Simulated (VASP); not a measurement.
# Hf (P6_3/mmc) in VASP: notebook, part 2 of 3

VASP 6.6.1. Earlier steps stand in the parts before.

**4. Single point, PBEsol**

Contents of INCAR:

```
  PREC = Accurate
  ENCUT = 520
  EDIFF = 1E-6
  ISMEAR = 0
  SIGMA = 0.1
  LREAL = False
  LASPH = True
  NELM = 100
  ALGO = Fast
  ISIF = 2
  LWAVE = False
  LCHARG = True
  GGA = PS
  LELF = True
  LVHAR = True
  NBANDS = 17
```

Contents of KPOINTS:

```
regular mesh
0
Gamma
  6 6 4
```

Contents of POSCAR:

```
Hf
1.0
    3.1523357014      0.0000000000      0.0000000000
   -1.5761678507      2.7300027986      0.0000000000
    0.0000000000      0.0000000000      5.0198719294
Hf
2
Direct
    0.3333333333      0.6666666667      0.2500000000
    0.6666666667      0.3333333333      0.7500000000
```

Potentials or basis: VASP PAW PBE potentials, release 64 (Hf_pv).

The run is started by

```sh
cat potpaw_PBE.64/Hf_pv/POTCAR > POTCAR
mpirun -np 1 vasp_std > vasp.out
```

OUTCAR:

```text
PREC = Accurate
   ENCUT = 520
   EDIFF = 1E-6
   ISMEAR = 0
   LREAL = False
   LASPH = True
   NELM = 100
   ISIF = 2
   GGA = PS

 ion  position               nearest neighbor table
   1  0.333  0.667  0.250-   2 3.10   2 3.10   2 3.10   2 3.10   2 3.10   2 3.10
   2  0.667  0.333  0.750-   1 3.10   1 3.10   1 3.10   1 3.10   1 3.10   1 3.10

  LATTYP: Found a hexagonal cell.
 ALAT       =     3.1523357014
 C/A-ratio  =     1.5924293619

  Lattice vectors:

 A1 = (   3.1523357014,   0.0000000000,   0.0000000000)
 A2 = (  -1.5761678507,   2.7300027986,   0.0000000000)
 A3 = (   0.0000000000,   0.0000000000,   5.0198719294)

Analysis of symmetry for initial positions (statically):
=====================================================================
 Subroutine PRICEL returns:
 Original cell was already a primitive cell.

 Routine SETGRP: Setting up the symmetry group for a
 hexagonal supercell.

 Subroutine GETGRP returns: Found 24 space group operations
 (whereof 12 operations were pure point group operations)
 out of a pool of 24 trial point group operations.

The static configuration has the point symmetry D_3d.
 The point group associated with its full space group is D_6h.

Analysis of symmetry for dynamics (positions and initial velocities):
=====================================================================
 Subroutine PRICEL returns:
 Original cell was already a primitive cell.

 Routine SETGRP: Setting up the symmetry group for a
 hexagonal supercell.

 Subroutine GETGRP returns: Found 24 space group operations
 (whereof 12 operations were pure point group operations)
 out of a pool of 24 trial point group operations.

The dynamic configuration has the point symmetry D_3d.
 The point group associated with its full space group is D_6h.
[... 109 lines left out ...]
   EFERMI =   0.00;   METHOD = LEGACY
   ISMEAR =     0;   SIGMA  =   0.10  broadening in eV -4-tet -1-fermi 0-gaus
   EFERMI_NEDOS =   21; number of points for ismear=-14 and -15
   IALGO  =     68    algorithm
   IMIX   =      4    mixing-type and parameters
     AMIX     =   0.40;   BMIX     =  1.00
     AMIX_MAG =   1.60;   BMIX_MAG =  1.00
  volume/ion in A,a.u.               =      21.60       145.77
  Fermi-wavevector in a.u.,A,eV,Ry     =   1.266452  2.393247 21.822397  1.603901
  Thomas-Fermi vector in A             =   2.399652
   LORBIT       =      0    0 simple, 1 ext, 2 COOP (PROOUT), +10 PAW based schemes
   GGA     = PS    functional components
   LHFCALC =     F    Hartree Fock is set to
   AEXX    =    0.0000 exact exchange contribution
   IVDW    =     0    specifies the selected vdW correction
   LEPSILON=     F    determine dielectric tensor
   LRPA    =     F    only Hartree local field effects (RPA)
 non-spin polarized calculation
 RMM-DIIS sequential band-by-band and
 Gauss-broadening in eV      SIGMA  =   0.10
  energy-cutoff  :      520.00
  volume of cell :       43.20
 maximum number of plane-waves:      1194
 NGX is ok and might be reduce to    24
   NGX = 11   NGY = 11   NGZ = 19

 number of electron      19.9999995 magnetization

 Free energy of the ion-electron system (eV)
  ---------------------------------------------------
  ext. energy  EPLUGINS =         0.00000000
  ---------------------------------------------------
  free energy    TOTEN  =       -20.98293632 eV

  energy without entropy =      -20.96544666  energy(sigma->0) =      -20.97419149

 E-fermi :   5.0721     XC(G=0): -11.5524

 val. band max:        5.0708153032   @ k =   0.3333   0.3333   0.2500
 cond. band min:       5.0939496578   @ k =   0.1667   0.0000   0.2500
 fundamental gap:      0.0231343546
 Fermi energy:         5.0721142635

 k-point     1 :       0.0000    0.0000    0.0000
  band No.  band energies     occupation
      1     -25.9906      2.00000
      2     -25.1548      2.00000
      3     -25.1548      2.00000
      4     -25.0216      2.00000
      5     -25.0158      2.00000
      6     -25.0158      2.00000
[... 397 lines left out ...]
      4     -25.5397      2.00000
      5     -25.1756      2.00000
      6     -25.1756      2.00000
[... 9 lines left out ...]
     16      10.2895      0.00000
     17      13.9614      0.00000

------------------------ aborting loop because EDIFF is reached ----------------------------------------

  FORCE on cell =-STRESS in cart. coord.  units (eV):
  Direction    XX          YY          ZZ          XY          YZ          ZX
  --------------------------------------------------------------------------------------
  -------------------------------------------------------------------------------------
  Total       -0.0817918     -0.0817918     -0.0766993      0.0000000      0.0000000      0.0000000
  in kB       -3.0334165     -3.0334164     -2.8445517      0.0000000      0.0000000      0.0000000
  external PRESSURE =      -2.9704615 kB  Pullay stress =       0.0000000 kB

 VOLUME and BASIS-vectors are now :
 -----------------------------------------------------------------------------
  energy-cutoff  :      520.00
  volume of cell :       43.20
      direct lattice vectors                 reciprocal lattice vectors
     3.152335701  0.000000000  0.000000000     0.317225097  0.183149995  0.000000000
    -1.576167851  2.730002799  0.000000000     0.000000000  0.366299991  0.000000000
     0.000000000  0.000000000  5.019871929     0.000000000  0.000000000  0.199208269

 POSITION                                       TOTAL-FORCE (eV/Angst)
 -----------------------------------------------------------------------------------
     -0.00000      1.82000      1.25497         0.000000      0.000000      0.000000
      1.57617      0.91000      3.76490        -0.000000     -0.000000      0.000000
 -----------------------------------------------------------------------------------
    total drift:                               -0.000000      0.000000     -0.000000

  FREE ENERGIE OF THE ION-ELECTRON SYSTEM (eV)
  ---------------------------------------------------
  free  energy   TOTEN  =       -20.9829363167 eV

  energy  without entropy=      -20.9654466635  energy(sigma->0) =      -20.97419149
```

OSZICAR:

```text
N       E                     dE             d eps       ncg     rms          rms(c)
DAV:   1     0.492023799461E+02    0.49202E+02   -0.11487E+04   714   0.112E+03
DAV:   2    -0.199703580694E+02   -0.69173E+02   -0.67261E+02   940   0.249E+02
DAV:   3    -0.217227531366E+02   -0.17524E+01   -0.17346E+01   895   0.267E+01
DAV:   4    -0.217362260638E+02   -0.13473E-01   -0.13468E-01   916   0.280E+00
DAV:   5    -0.217363587324E+02   -0.13267E-03   -0.13262E-03   897   0.240E-01    0.677E+01
RMM:   6    -0.211818982802E+02    0.55446E+00   -0.43457E-01   717   0.389E+00    0.402E+01
RMM:   7    -0.209900380278E+02    0.19186E+00   -0.96696E-01   782   0.581E+00    0.186E+00
RMM:   8    -0.209817106073E+02    0.83274E-02   -0.82940E-02   773   0.200E+00    0.566E-01
RMM:   9    -0.209828366303E+02   -0.11260E-02   -0.12714E-02   946   0.693E-01    0.435E-01
RMM:  10    -0.209829402114E+02   -0.10358E-03   -0.14224E-03   962   0.241E-01    0.116E-01
RMM:  11    -0.209829792630E+02   -0.39052E-04   -0.38437E-04   810   0.121E-01    0.532E-01
RMM:  12    -0.209829342463E+02    0.45017E-04   -0.15644E-04   797   0.759E-02    0.504E-02
RMM:  13    -0.209829376649E+02   -0.34186E-05   -0.26752E-05   907   0.323E-02    0.621E-02
RMM:  14    -0.209829366558E+02    0.10091E-05   -0.36322E-06   704   0.112E-02    0.478E-02
RMM:  15    -0.209829363167E+02    0.33911E-06   -0.77508E-07   553   0.452E-03
   1 F= -.20982936E+02 E0= -.20974191E+02  d E =-.174897E-01
```

It took 15 s on 1 thread of Intel Xeon 8259CL, shared host; peak memory 0.15 GiB.

What came out:

* Free energy: -20.9829 eV
* Pressure: -0.3 GPa
* Band gap on the k mesh: zero (bands 10 and 11 overlap by 1.33 eV)

Caveat: the k points lie up to 0.38 Å⁻¹ apart, too coarse for converged energies and pressures of a metal; the PAW data sets were made with another functional, which shifts forces and pressure a little; spin-orbit coupling is left out, which moves the levels of the heavy elements.

(Part 2 of 3 ends here.)
